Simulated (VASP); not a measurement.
# Au in VASP: a series of runs

Runs on Au. Level: PBE+D3(BJ). Tasks: single point.

All numbers are computed with VASP 6.6.1; they aren't measurements. Logs are shortened: lines on timing, memory, paths and dates and some standing lists are left out, and cuts for length are marked.

## (1) The cell of the first run

The structure is trigonal, space group R-3m (No. 166). The conventional cell has a = 2.734 Å, b = 2.734 Å, c = 7.632 Å, α = 90.00°, β = 90.00°, γ = 120.00°. Within 3.6 Å of Au (site symmetry -3m) lie 12 Au at 2.73 to 2.99 Å.

## (2) Single point, PBE+D3(BJ)

File INCAR:

```
SYSTEM = Au
PREC = Accurate ; ENCUT = 520
EDIFF = 1E-6 ; ISMEAR = 0
SIGMA = 0.1 ; LREAL = .False.
LASPH = .True. ; NELM = 60
ALGO = Fast ; ISIF = 2
LWAVE = .False. ; LCHARG = .False.
GGA = PE ; IVDW = 12
NBANDS = 30
```

File KPOINTS:

```
Automatic mesh
0
Gamma
  9 9 13
  0 0 0
```

File POSCAR:

```
Au
1.0
    5.4684362445      0.0000000000      0.0000000000
   -2.7342181222      4.7358047067      0.0000000000
   -1.3671090611      0.7893007845      2.5438403990
Au
4
Direct
    0.0000000000      0.5000000000      0.0000000000
    0.5000000000      0.5000000000      0.0000000000
    0.0000000000      0.0000000000      0.0000000000
    0.5000000000      0.0000000000      0.0000000000
```

Potentials or basis: VASP PAW PBE potentials, release 64 (Au).

Run with:

```bash
$ cat potpaw_PBE.64/Au/POTCAR > POTCAR
$ mpirun -np 1 vasp_std > vasp.out
```

OUTCAR:

```text
SYSTEM = Au
   PREC = Accurate
   ENCUT = 520
   EDIFF = 1E-6
   ISMEAR = 0
   LREAL = .False.
   LASPH = .True.
   NELM = 60
   ISIF = 2
   GGA = PE
   IVDW = 12
 IVDW          = 12

 ion  position               nearest neighbor table
   1  0.000  0.500  0.000-   3 2.73   3 2.73   2 2.73   2 2.73   4 2.73   4 2.73   3 2.99   3 2.99
                             2 2.99   2 2.99
   2  0.500  0.500  0.000-   4 2.73   4 2.73   1 2.73   1 2.73   3 2.73   3 2.73   4 2.99   4 2.99
                             1 2.99   1 2.99
   3  0.000  0.000  0.000-   1 2.73   1 2.73   4 2.73   4 2.73   2 2.73   2 2.73   1 2.99   1 2.99
                             4 2.99   4 2.99
   4  0.500  0.000  0.000-   2 2.73   2 2.73   3 2.73   3 2.73   1 2.73   1 2.73   2 2.99   2 2.99
                             3 2.99   3 2.99

  LATTYP: Found a base centered monoclinic cell.
 ALAT       =     8.1090210578
 B/A-ratio  =     0.6743645386
 C/A-ratio  =     0.3691992921
 COS(beta)  =    -0.1225150481

  Lattice vectors:

 A1 = (  -1.3671090611,   3.9465039222,  -2.5438403990)
 A2 = (  -4.1013271834,  -0.7893007845,  -2.5438403990)
 A3 = (  -1.3671090611,   0.7893007845,   2.5438403990)

Analysis of symmetry for initial positions (statically):
=====================================================================
 Subroutine PRICEL returns following result:

  LATTYP: Found a trigonal (rhomboedric) cell.
 ALAT       =     2.9938448338
 COS(alpha) =     0.5829599695

  Lattice vectors:

 A1 = (   0.0000000000,  -1.5786015689,   2.5438403990)
 A2 = (   1.3671090612,   0.7893007845,   2.5438403990)
 A3 = (  -1.3671090611,   0.7893007845,   2.5438403990)

   4 primitive cells build up your supercell.

 Routine SETGRP: Setting up the symmetry group for a
 base centered monoclinic supercell.

 Subroutine GETGRP returns: Found  4 space group operations
 (whereof  4 operations were pure point group operations)
 out of a pool of  4 trial point group operations.

The static configuration has the point symmetry C_2h.

Analysis of symmetry for dynamics (positions and initial velocities):
=====================================================================
 Subroutine PRICEL returns following result:

  LATTYP: Found a trigonal (rhomboedric) cell.
 ALAT       =     2.9938448338
 COS(alpha) =     0.5829599695

  Lattice vectors:

 A1 = (   0.0000000000,  -1.5786015689,   2.5438403990)
 A2 = (   1.3671090612,   0.7893007845,   2.5438403990)
 A3 = (  -1.3671090611,   0.7893007845,   2.5438403990)

   4 primitive cells build up your supercell.

 Routine SETGRP: Setting up the symmetry group for a
 base centered monoclinic supercell.

 Subroutine GETGRP returns: Found  4 space group operations
 (whereof  4 operations were pure point group operations)
 out of a pool of  4 trial point group operations.

The dynamic configuration has the point symmetry C_2h.

 Subroutine INISYM returns: Found  4 space group operations
 (whereof  4 operations are pure point group operations),
 and found     4 'primitive' translations

----------------------------------------------------------------------------------------

                                     Primitive cell

  volume of cell :      16.4697

  direct lattice vectors                    reciprocal lattice vectors
     0.000000000 -1.578601569  2.543840399     0.000000000 -0.422314712  0.131035474
     1.367109061  0.789300784  2.543840399     0.365735269  0.211157356  0.131035474
    -1.367109061  0.789300784  2.543840399    -0.365735269  0.211157356  0.131035474

  length of vectors
     2.993844834  2.993844834  2.993844834     0.442176448  0.442176448  0.442176448

  position of ions in fractional coordinates (direct lattice)
     0.000000000  1.000000000  0.000000000

  ion indices of the primitive-cell ions
   primitive index   ion index
                 1           1

----------------------------------------------------------------------------------------

 KPOINTS: Automatic mesh

Automatic generation of k-mesh.
 Grid dimensions read from file:
 generate k-points for:    9    9   13

 Generating k-lattice:

  Cartesian coordinates                     Fractional coordinates (reciprocal lattice)
     0.020318626  0.011730964  0.007279749     0.111111111  0.000000000 -0.000000000
     0.000000000  0.023461928 -0.007279749     0.000000000  0.111111111 -0.000000000
     0.000000000  0.000000000  0.030238956     0.000000000  0.000000000  0.076923077

  Length of vectors
     0.024565358  0.024565358  0.030238956

  Shift w.r.t. Gamma in fractional coordinates (k-lattice)
     0.000000000  0.000000000  0.000000000

 Subroutine IBZKPT returns following result:
 ===========================================

 Found    295 irreducible k-points:

 Following reciprocal coordinates:
            Coordinates               Weight
  0.000000  0.000000  0.000000      1.000000
  0.111111 -0.000000  0.000000      4.000000
  0.222222 -0.000000  0.000000      4.000000
  0.333333 -0.000000 -0.000000      4.000000
  0.444444 -0.000000  0.000000      4.000000
  0.111111  0.111111  0.000000      2.000000
[... 16 lines left out ...]
 -0.333333  0.333333  0.000000      2.000000
  0.444444  0.444444  0.000000      2.000000
 [... further k-points ...]
   k-points           NKPTS =    295   k-points in BZ     NKDIM =    295   number of bands    NBANDS=     30
   number of dos      NEDOS =    301   number of ions     NIONS =      4
   total plane-waves  NPLWV =  42336
   dimension x,y,z NGX =    42 NGY =   42 NGZ =   24
   dimension x,y,z NGXF=    84 NGYF=   84 NGZF=   48
   ions per type =               4
   NGX,Y,Z   is equivalent  to a cutoff of  12.77, 12.77, 13.33 a.u.
   NGXF,Y,Z  is equivalent  to a cutoff of  25.54, 25.54, 26.65 a.u.
 SYSTEM =  Au
   PREC   = accura    normal or accurate (medium, high low for compatibility)
   ISTART =      0    job   : 0-new  1-cont  2-samecut
   ICHARG =      2    charge: 1-file 2-atom 10-const
   ISPIN  =      1    spin polarized calculation?
   LNONCOLLINEAR =      F non collinear calculations
   LSORBIT =      F    spin-orbit coupling
   LASPH  =      T    aspherical Exc in radial PAW
   ENCUT  =  520.0 eV  38.22 Ry    6.18 a.u.  10.17 10.17  5.57*2*pi/ulx,y,z
   NELM   =     60;   NELMIN=  2; NELMDL= -5     # of ELM steps
   EDIFF  = 0.1E-05   stopping-criterion for ELM
   LREAL  =      F    real-space projection
   EDIFFG = 0.1E-04   stopping-criterion for IOM
   NSW    =      0    number of steps for IOM
   IBRION =     -1    ionic relax: 0-MD 1-quasi-New 2-CG
   NFREE  =      0    steps in history (QN), initial steepest desc. (CG)
   ISIF   =      2    stress and relaxation
   ISYM   =      2    0-nonsym 1-usesym 2-fastsym
   POTIM  = 0.5000    time-step for ionic-motion
   TEBEG  =    0.0;   TEEND  =   0.0 temperature during run
   PSTRESS=    0.0 pullay stress
   NELECT =      44.0000    total number of electrons
   NUPDOWN=      -1.0000    fix difference up-down
   EMIN   =  10.00;   EMAX   =-10.00  energy-range for DOS
   EFERMI =   0.00;   METHOD = LEGACY
   ISMEAR =     0;   SIGMA  =   0.10  broadening in eV -4-tet -1-fermi 0-gaus
   EFERMI_NEDOS =   21; number of points for ismear=-14 and -15
   IALGO  =     68    algorithm
   IMIX   =      4    mixing-type and parameters
     AMIX     =   0.40;   BMIX     =  1.00
     AMIX_MAG =   1.60;   BMIX_MAG =  1.00
  volume/ion in A,a.u.               =      16.47       111.14
  Fermi-wavevector in a.u.,A,eV,Ry     =   1.431013  2.704222 27.861970  2.047797
  Thomas-Fermi vector in A             =   2.550795
   LORBIT       =      0    0 simple, 1 ext, 2 COOP (PROOUT), +10 PAW based schemes
   GGA     = PE    functional components
   LHFCALC =     F    Hartree Fock is set to
   AEXX    =    0.0000 exact exchange contribution
   IVDW    =    12    specifies the selected vdW correction
   LEPSILON=     F    determine dielectric tensor
   LRPA    =     F    only Hartree local field effects (RPA)
 non-spin polarized calculation
 RMM-DIIS sequential band-by-band and
 Gauss-broadening in eV      SIGMA  =   0.10
  energy-cutoff  :      520.00
  volume of cell :       65.88
 maximum number of plane-waves:      1802
 NGX is ok and might be reduce to    42
   NGX = 21   NGY = 21   NGZ = 11

 number of electron      44.0000001 magnetization

 Free energy of the ion-electron system (eV)
  ---------------------------------------------------
  ext. energy  EPLUGINS =         0.00000000
  ---------------------------------------------------
  free energy    TOTEN  =       -12.34630859 eV

  energy without entropy =      -12.34200436  energy(sigma->0) =      -12.34415648

 E-fermi :  10.0560     XC(G=0): -12.9055

 val. band max:       10.0470941802   @ k =  -0.1111   0.1111   0.0769
 cond. band min:      10.0560985265   @ k =   0.1111   0.3333   0.4615
 fundamental gap:      0.0090043463
 Fermi energy:        10.0559858186

 k-point     1 :       0.0000    0.0000    0.0000
  band No.  band energies     occupation
      1      -0.1993      2.00000
      2       2.4126      2.00000
      3       2.4126      2.00000
      4       2.4708      2.00000
      5       3.0288      2.00000
      6       4.3832      2.00000
[... 22 lines left out ...]
     29      21.8332      0.00000
     30      23.3305      0.00000

 k-point     2 :       0.1111   -0.0000    0.0000
  band No.  band energies     occupation
      1      -0.0765      2.00000
      2       2.4266      2.00000
      3       2.5093      2.00000
      4       2.5640      2.00000
      5       3.0785      2.00000
      6       4.4287      2.00000
[... 22 lines left out ...]
     29      21.5081      0.00000
     30      23.4755      0.00000

 k-point     3 :       0.2222   -0.0000    0.0000
  band No.  band energies     occupation
      1       0.2817      2.00000
      2       2.4453      2.00000
      3       2.7861      2.00000
      4       2.8358      2.00000
      5       3.2227      2.00000
      6       4.5441      2.00000
[... 22 lines left out ...]
     29      20.8493      0.00000
     30      23.8037      0.00000

 k-point     4 :       0.3333   -0.0000   -0.0000
  band No.  band energies     occupation
      1       0.8385      2.00000
      2       2.3827      2.00000
      3       3.1861      2.00000
      4       3.2404      2.00000
      5       3.4609      2.00000
      6       4.5789      2.00000
[... 22 lines left out ...]
     29      20.9680      0.00000
     30      23.8795      0.00000

 k-point     5 :       0.4444   -0.0000    0.0000
  band No.  band energies     occupation
      1       1.5028      2.00000
      2       2.0839      2.00000
      3       3.5283      2.00000
      4       3.5381      2.00000
      5       3.9079      2.00000
      6       4.3948      2.00000
[... 22 lines left out ...]
     29      22.1451      0.00000
     30      22.6903      0.00000
[... 526 lines left out ...]
     29      23.4390      0.00000
     30      23.4824      0.00000

 k-point    22 :      -0.4444    0.3333    0.0000
  band No.  band energies     occupation
      1       1.5625      2.00000
      2       2.7895      2.00000
      3       3.2754      2.00000
      4       3.6731      2.00000
      5       3.7796      2.00000
      6       4.2581      2.00000
[... 22 lines left out ...]
     29      23.7016      0.00000
     30      23.9445      0.00000

 k-point    23 :      -0.3333    0.3333    0.0000
  band No.  band energies     occupation
      1       1.0819      2.00000
      2       2.7294      2.00000
      3       3.2637      2.00000
      4       3.2637      2.00000
      5       3.5259      2.00000
      6       4.3661      2.00000
[... 22 lines left out ...]
     29      23.4106      0.00000
     30      23.4129      0.00000

 k-point    24 :       0.4444    0.4444    0.0000
  band No.  band energies     occupation
      1       2.3533      2.00000
      2       2.3533      2.00000
      3       3.6787      2.00000
      4       3.9548      2.00000
      5       3.9548      2.00000
      6       4.3117      2.00000
[... 22 lines left out ...]
     29      23.0726      0.00000
     30      23.0726      0.00000

 [... further k-points ...]

------------------------ aborting loop because EDIFF is reached ----------------------------------------

 Edisp (eV)   -2.76211

 E8    (eV) :    -1.2434

  FORCE on cell =-STRESS in cart. coord.  units (eV):
  Direction    XX          YY          ZZ          XY          YZ          ZX
  --------------------------------------------------------------------------------------
  -------------------------------------------------------------------------------------
  Total       7.38929     7.34671     0.36841    -0.03688     0.03629    -0.06286
  in kB     179.70774   178.67213     8.95962    -0.89687     0.88266    -1.52881
  external pressure =      122.45 kB  Pullay stress =        0.00 kB

 VOLUME and BASIS-vectors are now :
 -----------------------------------------------------------------------------
  energy-cutoff  :      520.00
  volume of cell :       65.88
      direct lattice vectors                 reciprocal lattice vectors
     5.468436245  0.000000000  0.000000000     0.182867634  0.105578678  0.065517737
    -2.734218122  4.735804707  0.000000000     0.000000000  0.211157356 -0.065517737
    -1.367109061  0.789300784  2.543840399     0.000000000  0.000000000  0.393106423

 POSITION                                       TOTAL-FORCE (eV/Angst)
 -----------------------------------------------------------------------------------
     -1.36711      2.36790      0.00000         0.000000     -0.000000      0.000000
      1.36711      2.36790      0.00000        -0.000000      0.000000     -0.000000
      0.00000      0.00000      0.00000         0.000000     -0.000000      0.000000
      2.73422      0.00000      0.00000        -0.000000      0.000000     -0.000000
 -----------------------------------------------------------------------------------
    total drift:                                0.000000     -0.000000     -0.000000

  FREE ENERGIE OF THE ION-ELECTRON SYSTEM (eV)
  ---------------------------------------------------
  free  energy   TOTEN  =       -15.1084195302 eV

  energy  without entropy=      -15.1041152955  energy(sigma->0) =      -15.10626741
```

Run time: 4 min. Hardware: 1 thread of Intel Xeon 6975P-C (Granite Rapids), shared host; peak memory 0.52 GiB.

What came out:

```
Free energy                : -15.1084 eV
Pressure                   : 12.2 GPa
Band gap on the k mesh     : zero (bands 22 and 23 overlap by 4.83 eV)
Dispersion energy per atom : -0.691 eV
```

Caveat: the stress differs along the axes, from 1 to 18 GPa; spin-orbit coupling is left out, which moves the levels of the heavy elements.

## (3) Single point, PBE+D3(BJ)

This run uses another cell than the first one, of 16.56 Å³/atom.

File INCAR:

```
PREC = Accurate ; ENCUT = 520
EDIFF = 1E-7 ; ISMEAR = 0
SIGMA = 0.1 ; LREAL = F
LASPH = T ; NELM = 80
ALGO = Fast ; ISIF = 2
LWAVE = F ; LCHARG = T
GGA = PE ; IVDW = 12
LELF = T ; LVHAR = T
NBANDS = 30
```

File KPOINTS:

```
regular mesh
0
Gamma
  9 9 13
```

File POSCAR:

```
Au
1.0
    5.4673713320      0.0006148275     -0.1079133923
   -2.7331532097      4.7351898792      0.1079133922
   -1.4169538978      0.8180787143      2.5953693584
Au
4
Direct
    0.0000000000      0.5000000000      0.0000000000
    0.5000000000      0.5000000000      0.0000000000
    0.0000000000      0.0000000000      0.0000000000
    0.5000000000      0.0000000000      0.0000000000
```

Potentials or basis: VASP PAW PBE potentials, release 64 (Au).

Run with:

```bash
$ cat potpaw_PBE.64/Au/POTCAR > POTCAR
$ mpirun -np 1 vasp_std > vasp.out
```

OUTCAR:

```text
PREC = Accurate
   ENCUT = 520
   EDIFF = 1E-7
   ISMEAR = 0
   LREAL = F
   LASPH = T
   NELM = 80
   ISIF = 2
   GGA = PE
   IVDW = 12
 IVDW          = 12

 ion  position               nearest neighbor table
   1  0.000  0.500  0.000-   3 2.73   3 2.73   2 2.73   2 2.73   4 2.73   4 2.73   2 2.98   2 2.98
                             3 2.98   3 2.98
   2  0.500  0.500  0.000-   4 2.73   4 2.73   1 2.73   1 2.73   3 2.73   3 2.73   1 2.98   1 2.98
                             4 2.98   4 2.98
[... 1023 lines left out ...]

  FORCE on cell =-STRESS in cart. coord.  units (eV):
  Direction    XX          YY          ZZ          XY          YZ          ZX
  --------------------------------------------------------------------------------------
  -------------------------------------------------------------------------------------
  Total       7.19579     7.16027    -0.12131    -0.03076     0.08350    -0.14463
  in kB     174.07287   173.21376    -2.93462    -0.74401     2.02002    -3.49878
  external pressure =      114.78 kB  Pullay stress =        0.00 kB

 VOLUME and BASIS-vectors are now :
 -----------------------------------------------------------------------------
  energy-cutoff  :      520.00
  volume of cell :       66.23
      direct lattice vectors                 reciprocal lattice vectors
     5.467371332  0.000614828 -0.107913392     0.184224674  0.104795191  0.067546130
    -2.733153210  4.735189879  0.107913392    -0.001357040  0.211940843 -0.067546130
    -1.416953898  0.818078714  2.595369358     0.007716340 -0.004455031  0.390918642

 POSITION                                       TOTAL-FORCE (eV/Angst)
 -----------------------------------------------------------------------------------
     -1.36658      2.36759      0.05396        -0.000000      0.000000      0.000000
      1.36711      2.36790     -0.00000         0.000000      0.000000     -0.000000
      0.00000      0.00000      0.00000        -0.000000      0.000000      0.000000
      2.73369      0.00031     -0.05396         0.000000     -0.000000     -0.000000
 -----------------------------------------------------------------------------------
    total drift:                                0.000000     -0.000000     -0.000000

  FREE ENERGIE OF THE ION-ELECTRON SYSTEM (eV)
  ---------------------------------------------------
  free  energy   TOTEN  =       -15.1108947527 eV

  energy  without entropy=      -15.1061761621  energy(sigma->0) =      -15.10853546
```

OSZICAR:

```text
N       E                     dE             d eps       ncg     rms          rms(c)
DAV:   1     0.293263054356E+03    0.29326E+03   -0.22940E+04 17820   0.143E+03
DAV:   2    -0.618746000430E+01   -0.29945E+03   -0.28546E+03 19224   0.326E+02
DAV:   3    -0.134255151075E+02   -0.72381E+01   -0.71682E+01 20234   0.509E+01
DAV:   4    -0.134704184012E+02   -0.44903E-01   -0.44894E-01 19200   0.422E+00
DAV:   5    -0.134708299978E+02   -0.41160E-03   -0.41159E-03 20372   0.442E-01    0.213E+01
RMM:   6    -0.124591785931E+02    0.10117E+01   -0.20046E+00 17704   0.882E+00    0.133E+01
RMM:   7    -0.123768516158E+02    0.82327E-01   -0.45223E-01 18023   0.418E+00    0.472E+00
RMM:   8    -0.123638958170E+02    0.12956E-01   -0.66028E-02 18041   0.162E+00    0.817E-01
RMM:   9    -0.123635725337E+02    0.32328E-03   -0.29422E-03 18786   0.331E-01    0.208E-01
RMM:  10    -0.123636182644E+02   -0.45731E-04   -0.45083E-04 18952   0.110E-01    0.190E-01
RMM:  11    -0.123636110729E+02    0.71914E-05   -0.87601E-05 18928   0.563E-02    0.263E-02
RMM:  12    -0.123636122790E+02   -0.12061E-05   -0.11675E-05 19038   0.185E-02    0.194E-02
RMM:  13    -0.123636120257E+02    0.25331E-06   -0.22817E-06 18393   0.786E-03    0.629E-03
RMM:  14    -0.123636126523E+02   -0.62660E-06   -0.54070E-07 14337   0.337E-03    0.282E-03
RMM:  15    -0.123636124766E+02    0.17564E-06   -0.10172E-07 11569   0.166E-03    0.876E-04
RMM:  16    -0.123636124871E+02   -0.10466E-07   -0.21190E-08  8750   0.728E-04
   1 F= -.15110895E+02 E0= -.15108535E+02  d E =-.471859E-02
```

Wall time 4.5 min (1 thread of Intel Xeon 6975P-C (Granite Rapids), shared host); peak memory 0.53 GiB.

What came out:

```
Free energy                : -15.1109 eV
Pressure                   : 11.5 GPa
Band gap on the k mesh     : zero (bands 22 and 23 overlap by 4.50 eV)
Dispersion energy per atom : -0.687 eV
```

Levels at points of the mesh, in eV from the Fermi level:
| k point | band 18 | band 19 | band 20 | band 21 | band 22 | band 23 | band 24 | band 25 | band 26 | band 27 |
| --- | --- | --- | --- | --- | --- | --- | --- | --- | --- | --- |
| (0.00, 0.00, 0.00) | -1.72 | -1.51 | -1.51 | -1.43 | -0.63 | -0.63 | 1.38 | 4.13 | 4.13 | 6.67 |

Caveat: the stress differs along the axes, from -0 to 17 GPa; spin-orbit coupling is left out, which moves the levels of the heavy elements.
